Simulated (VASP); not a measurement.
# WS2 in VASP: single point with r2SCAN

Aim: the single point of WS2 with r2SCAN.

Program: VASP 6.6.1. These are calculated values, not measurements. Logs are shortened: lines on timing, memory, paths and dates and some standing lists are left out, and cuts for length are marked.

### Step 1. The cell of the first run

The cell holds a slab with vacuum, 6 atoms: a = 3.183 Å, b = 3.183 Å, c = 23.669 Å, α = 90.00°, β = 90.00°, γ = 120.00°.

### Step 2. Single point, r2SCAN

The input, POSCAR:

```
WS2
1.0
    3.1832090000      0.0000000000      0.0000000000
   -1.5916040000      2.7567390000      0.0000000000
    0.0000000000      0.0000000000     23.6687630000
W S
2 4
Direct
    0.3333330000      0.6666670000      0.6373180000
    0.6666670000      0.3333330000      0.3626820000
    0.3333330000      0.6666670000      0.2968160000
    0.6666670000      0.3333330000      0.5714420000
    0.3333330000      0.6666670000      0.4285580000
    0.6666670000      0.3333330000      0.7031840000
```

The input, INCAR.step1:

```
SYSTEM = WS2
ALGO = Normal
EDIFF = 1E-4
ENCUT = 520
GGA = PE
ISMEAR = 0
LASPH = .True.
LCHARG = .False.
LREAL = .False.
LWAVE = .True.
NBANDS = 35
NELM = 60
PREC = Accurate
SIGMA = 0.05
```

The input, INCAR.step2:

```
SYSTEM = WS2
ALGO = Normal
EDIFF = 1E-6
ENCUT = 520
ISIF = 2
ISMEAR = 0
ISTART = 1
LASPH = .True.
LCHARG = .False.
LMIXTAU = .True.
LREAL = .False.
LWAVE = .False.
METAGGA = R2SCAN
NBANDS = 35
NELM = 60
PREC = Accurate
SIGMA = 0.05
```

The input, KPOINTS:

```
k-points
0
Gamma
  8 8 1
  0 0 0
```

Potentials or basis: VASP PAW PBE potentials, release 64 (W_sv, S).

On the command line:

```sh
cat potpaw_PBE.64/W_sv/POTCAR potpaw_PBE.64/S/POTCAR > POTCAR
cp INCAR.step1 INCAR
mpirun -np 1 vasp_std > vasp.out
cp INCAR.step2 INCAR
mpirun -np 1 vasp_std > vasp.out
```

OUTCAR:

```text
SYSTEM = WS2
   EDIFF = 1E-6
   ENCUT = 520
   ISIF = 2
   ISMEAR = 0
   ISTART = 1
   LASPH = .True.
   LREAL = .False.
   METAGGA = R2SCAN
   NELM = 60
   PREC = Accurate

 ion  position               nearest neighbor table
   1  0.333  0.667  0.637-   6 2.41   6 2.41   6 2.41   4 2.41   4 2.41   4 2.41
   2  0.667  0.333  0.363-   3 2.41   3 2.41   3 2.41   5 2.41   5 2.41   5 2.41
   3  0.333  0.667  0.297-   2 2.41   2 2.41   2 2.41
   4  0.667  0.333  0.571-   1 2.41   1 2.41   1 2.41
   5  0.333  0.667  0.429-   2 2.41   2 2.41   2 2.41
   6  0.667  0.333  0.703-   1 2.41   1 2.41   1 2.41

  LATTYP: Found a hexagonal cell.
 ALAT       =     3.1832090000
 C/A-ratio  =     7.4355039207

  Lattice vectors:

 A1 = (   3.1832090000,   0.0000000000,   0.0000000000)
 A2 = (  -1.5916040000,   2.7567390000,   0.0000000000)
 A3 = (   0.0000000000,   0.0000000000,  23.6687630000)

Analysis of symmetry for initial positions (statically):
=====================================================================
 Subroutine PRICEL returns:
 Original cell was already a primitive cell.

 Routine SETGRP: Setting up the symmetry group for a
 hexagonal supercell.

 Subroutine GETGRP returns: Found 12 space group operations
 (whereof 12 operations were pure point group operations)
 out of a pool of 24 trial point group operations.

The static configuration has the point symmetry D_3d.

Analysis of symmetry for dynamics (positions and initial velocities):
=====================================================================
 Subroutine PRICEL returns:
 Original cell was already a primitive cell.

 Routine SETGRP: Setting up the symmetry group for a
 hexagonal supercell.

 Subroutine GETGRP returns: Found 12 space group operations
 (whereof 12 operations were pure point group operations)
 out of a pool of 24 trial point group operations.

The dynamic configuration has the point symmetry D_3d.

 Subroutine INISYM returns: Found 12 space group operations
 (whereof 12 operations are pure point group operations),
 and found     1 'primitive' translations

[... 81 lines left out ...]
   ISPIN  =      1    spin polarized calculation?
   LNONCOLLINEAR =      F non collinear calculations
   LSORBIT =      F    spin-orbit coupling
   LASPH  =      T    aspherical Exc in radial PAW
   ENCUT  =  520.0 eV  38.22 Ry    6.18 a.u.   5.92  5.92 44.01*2*pi/ulx,y,z
   NELM   =     60;   NELMIN=  2; NELMDL=  0     # of ELM steps
   EDIFF  = 0.1E-05   stopping-criterion for ELM
   LREAL  =      F    real-space projection
   EDIFFG = 0.1E-04   stopping-criterion for IOM
   NSW    =      0    number of steps for IOM
   IBRION =     -1    ionic relax: 0-MD 1-quasi-New 2-CG
   NFREE  =      0    steps in history (QN), initial steepest desc. (CG)
   ISIF   =      2    stress and relaxation
   ISYM   =      2    0-nonsym 1-usesym 2-fastsym
   POTIM  = 0.5000    time-step for ionic-motion
   TEBEG  =    0.0;   TEEND  =   0.0 temperature during run
   PSTRESS=    0.0 pullay stress
   NELECT =      52.0000    total number of electrons
   NUPDOWN=      -1.0000    fix difference up-down
   EMIN   =  10.00;   EMAX   =-10.00  energy-range for DOS
   EFERMI =   0.00;   METHOD = LEGACY
   ISMEAR =     0;   SIGMA  =   0.05  broadening in eV -4-tet -1-fermi 0-gaus
   EFERMI_NEDOS =   21; number of points for ismear=-14 and -15
   IALGO  =     38    algorithm
   IMIX   =      4    mixing-type and parameters
     AMIX     =   0.40;   BMIX     =  1.00
     AMIX_MAG =   1.60;   BMIX_MAG =  1.00
  volume/ion in A,a.u.               =      34.62       233.60
  Fermi-wavevector in a.u.,A,eV,Ry     =   1.031804  1.949827 14.485024  1.064619
  Thomas-Fermi vector in A             =   2.165970
   LORBIT       =      0    0 simple, 1 ext, 2 COOP (PROOUT), +10 PAW based schemes
   METAGGA = R2SCAN    functional components
   LHFCALC =     F    Hartree Fock is set to
   AEXX    =    0.0000 exact exchange contribution
   IVDW    =     0    specifies the selected vdW correction
   LEPSILON=     F    determine dielectric tensor
   LRPA    =     F    only Hartree local field effects (RPA)
 non-spin polarized calculation
 Gauss-broadening in eV      SIGMA  =   0.05
  energy-cutoff  :      520.00
  volume of cell :      207.70
 maximum number of plane-waves:      5628
 NGX is ok and might be reduce to    24
   NGX = 11   NGY = 11   NGZ = 89

 number of electron      52.0000001 magnetization

 Free energy of the ion-electron system (eV)
  ---------------------------------------------------
  ext. energy  EPLUGINS =         0.00000000
  ---------------------------------------------------
  free energy    TOTEN  =      -140.12227639 eV

  energy without entropy =     -140.12227639  energy(sigma->0) =     -140.12227639

 E-fermi :   1.1878     XC(G=0):  -6.3588

 val. band max:        0.8789822538   @ k =   0.0000   0.0000   0.0000
 cond. band min:       2.7336888838   @ k =   0.3750   0.2500   0.0000
 fundamental gap:      1.8547066299
 Fermi energy:         1.1877668527

 k-point     1 :       0.0000    0.0000    0.0000
  band No.  band energies     occupation
      1     -75.4198      2.00000
      2     -75.4197      2.00000
      3     -39.0058      2.00000
      4     -39.0058      2.00000
      5     -38.8541      2.00000
      6     -38.8541      2.00000
[... 369 lines left out ...]
     34       6.3076      0.00000
     35       7.2352      0.00000

------------------------ aborting loop because EDIFF is reached ----------------------------------------

  FORCE on cell =-STRESS in cart. coord.  units (eV):
  Direction    XX          YY          ZZ          XY          YZ          ZX
  --------------------------------------------------------------------------------------
  -------------------------------------------------------------------------------------
  Total        0.0136179      0.0136179      0.0568339      0.0000000     -0.0000000      0.0000000
  in kB        0.1050472      0.1050472      0.4384111      0.0000000     -0.0000000      0.0000000
  external PRESSURE =       0.2161685 kB  Pullay stress =       0.0000000 kB

 VOLUME and BASIS-vectors are now :
 -----------------------------------------------------------------------------
  energy-cutoff  :      520.00
  volume of cell :      207.70
      direct lattice vectors                 reciprocal lattice vectors
     3.183209000  0.000000000  0.000000000     0.314148396  0.181373660  0.000000000
    -1.591604000  2.756739000  0.000000000     0.000000000  0.362747435  0.000000000
     0.000000000  0.000000000 23.668763000     0.000000000  0.000000000  0.042249779

 POSITION                                       TOTAL-FORCE (eV/Angst)
 -----------------------------------------------------------------------------------
     -0.00000      1.83783     15.08453         0.000000     -0.000000      0.008516
      1.59161      0.91891      8.58423        -0.000000      0.000000     -0.008516
     -0.00000      1.83783      7.02527         0.000000      0.000000     -0.009560
      1.59161      0.91891     13.52533         0.000000     -0.000000     -0.012801
     -0.00000      1.83783     10.14344         0.000000      0.000000      0.012801
      1.59161      0.91891     16.64350        -0.000000     -0.000000      0.009560
 -----------------------------------------------------------------------------------
    total drift:                               -0.000000      0.000000      0.000000

  FREE ENERGIE OF THE ION-ELECTRON SYSTEM (eV)
  ---------------------------------------------------
  free  energy   TOTEN  =      -140.1222763884 eV

  energy  without entropy=     -140.1222763884  energy(sigma->0) =     -140.12227639
```

OSZICAR.step1:

```text
N       E                     dE             d eps       ncg     rms          rms(c)
DAV:   1     0.478450949949E+03    0.47845E+03   -0.27925E+04   812   0.132E+03
DAV:   2    -0.163969295658E+02   -0.49485E+03   -0.47986E+03   882   0.341E+02
DAV:   3    -0.490507086555E+02   -0.32654E+02   -0.32237E+02   872   0.853E+01
DAV:   4    -0.500783227748E+02   -0.10276E+01   -0.10204E+01   904   0.160E+01
DAV:   5    -0.501105755385E+02   -0.32253E-01   -0.32225E-01   866   0.294E+00    0.375E+01
DAV:   6    -0.476924645091E+02    0.24181E+01   -0.87942E+00   791   0.195E+01    0.161E+01
DAV:   7    -0.474766520608E+02    0.21581E+00   -0.25941E+00   770   0.838E+00    0.639E+00
DAV:   8    -0.473331208817E+02    0.14353E+00   -0.39222E-01   820   0.431E+00    0.190E+00
DAV:   9    -0.473347843829E+02   -0.16635E-02   -0.54145E-02   837   0.118E+00    0.108E+00
DAV:  10    -0.473314523633E+02    0.33320E-02   -0.14530E-02   866   0.776E-01    0.234E-01
DAV:  11    -0.473313195777E+02    0.13279E-03   -0.13718E-03   754   0.205E-01    0.176E-01
DAV:  12    -0.473312600333E+02    0.59544E-04   -0.15425E-04   597   0.882E-02
   1 F= -.47331260E+02 E0= -.47331260E+02  d E =-.710554E-13
```

It took 2.9 min on 1 thread of Intel Xeon Platinum 8559C (Emerald Rapids), shared host; peak memory 0.36 GiB.

Results:

* Free energy: -140.1223 eV
* Largest force: 0.013 eV/Å
* Band gap on the k mesh: 1.85 eV, indirect (least direct gap 2.36 eV)

Forces on the atoms (eV/Å):
```
W    0.000  0.000  0.009
W    0.000  0.000 -0.009
S    0.000  0.000 -0.010
S    0.000  0.000 -0.013
S    0.000  0.000  0.013
S    0.000  0.000  0.010
```

Levels at points of the mesh, in eV from the valence-band top:
| k point | band 24 | band 25 | band 26 | band 27 | band 28 | band 29 |
| --- | --- | --- | --- | --- | --- | --- |
| (0.00, 0.00, 0.00) | -2.10 | -0.49 | 0.00 | 2.74 | 2.74 | 2.74 |
| (0.50, 0.00, 0.00) | -1.74 | -1.34 | -1.29 | 2.66 | 2.67 | 3.09 |

Caveat: the PAW data sets were made with another functional, which shifts forces and pressure a little; spin-orbit coupling is left out, which moves the levels of the heavy elements.
